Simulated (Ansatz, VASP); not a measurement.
# Two plane-wave programs on Cs2LiScF6

Contents of INCAR:

```
ALGO     = Normal         # electronic algorithm
EDIFF    = 1E-6           # SCF threshold, eV
ENCUT    = 520            # plane-wave cutoff, eV
GGA      = PS             # functional
ISIF     = 2              # what is computed and relaxed
ISMEAR   = 0              # smearing method
LASPH    = True           # aspherical terms in the spheres
LCHARG   = False          # write CHGCAR
LREAL    = False          # projectors in reciprocal space
LWAVE    = False          # write WAVECAR
NBANDS   = 48             # bands
NELM     = 80             # most SCF steps
PREC     = Accurate       # precision mode
SIGMA    = 0.05           # smearing width, eV
```

File KPOINTS:

```
k-points
0
Gamma
  6 6 6
```

The input POSCAR:

```
Cs2LiScF6
1.0
    0.0000000000      4.2963951983      4.2963951983
    4.2963951983      0.0000000000      4.2963951983
    4.2963951983      4.2963951983      0.0000000000
Cs Li Sc F
2 1 1 6
Direct
    0.7498952933      0.7501047067      0.7498952933
    0.2498952933      0.2501047067      0.2498952933
    0.4870910741      0.5129089259      0.4870910741
   -0.0126254044      0.0126254044     -0.0126254044
    0.7771456027      0.2228543973      0.2507847889
    0.2507847889      0.2228543973      0.7771456027
    0.2507847889      0.7492152111      0.7771456027
    0.2269172070      0.7730827930      0.2269172070
    0.7532780208      0.2467219792      0.7532780208
    0.7771456027      0.7492152111      0.2507847889
```

Input for Ansatz:

```yaml
crystal:
  lattice:
    - [0.0, 4.2963951983, 4.2963951983]
    - [4.2963951983, 0.0, 4.2963951983]
    - [4.2963951983, 4.2963951983, 0.0]
  atoms:
    - { symbol: Cs, position: [0.7498952933, 0.7501047067, 0.7498952933] }
    - { symbol: Cs, position: [0.2498952933, 0.2501047067, 0.2498952933] }
    - { symbol: Li, position: [0.4870910741, 0.5129089259, 0.4870910741] }
    - { symbol: Sc, position: [-0.0126254044, 0.0126254044, -0.0126254044] }
    - { symbol: F, position: [0.7771456027, 0.2228543973, 0.2507847889] }
    - { symbol: F, position: [0.2507847889, 0.2228543973, 0.7771456027] }
    - { symbol: F, position: [0.2507847889, 0.7492152111, 0.7771456027] }
    - { symbol: F, position: [0.226917207, 0.773082793, 0.226917207] }
    - { symbol: F, position: [0.7532780208, 0.2467219792, 0.7532780208] }
    - { symbol: F, position: [0.7771456027, 0.7492152111, 0.2507847889] }
basis:
  ecutwfc: 420
kpoints:
  mp_grid: { grid: [6, 6, 6] }
hamiltonian:
  xc: pbesol
scf:
  occupations: { method: gaussian, width: 0.05 }
output:
  forces: true
  stress: true
  eigenvalues: true
  write_density: true
  write_potential: true
  elf: true
  volumetric_format: npy
```

Change from the starting cell: mode 22 (244.7 1/cm) frozen in, largest displacement -0.120 Å.

Alike in both runs: task single point; functional PBEsol; k mesh 6 × 6 × 6; occupations gaussian, width 0.05 eV; no spin polarisation.

|  | VASP | Ansatz |
| --- | --- | --- |
| version | VASP 6.6.1 | Ansatz 0.2.0 |
| potentials or method | VASP PAW PBE potentials, release 64 (Cs_sv, Li_sv, Sc_sv, F), cutoff 520 eV | scalar-relativistic, plane waves, PAW |
| valence electrons in the cell | 74 | 74 |

```csv
,VASP,Ansatz,Ansatz less VASP
gap on the k mesh at the Fermi level (eV),6.48,6.51,+0.031
least direct gap on the mesh (eV),6.48,6.51,+0.031
rms of the force components (eV/Å),0.295,0.298,+0.0037
```

VASP's potentials were made for PBE, not for PBEsol. Atom by atom the forces differ by 0.034 eV/Å (rms over components).

Neither program's run includes spin-orbit coupling. Noted on VASP's run: the cutoff is short for stress, so the pressure is rough.
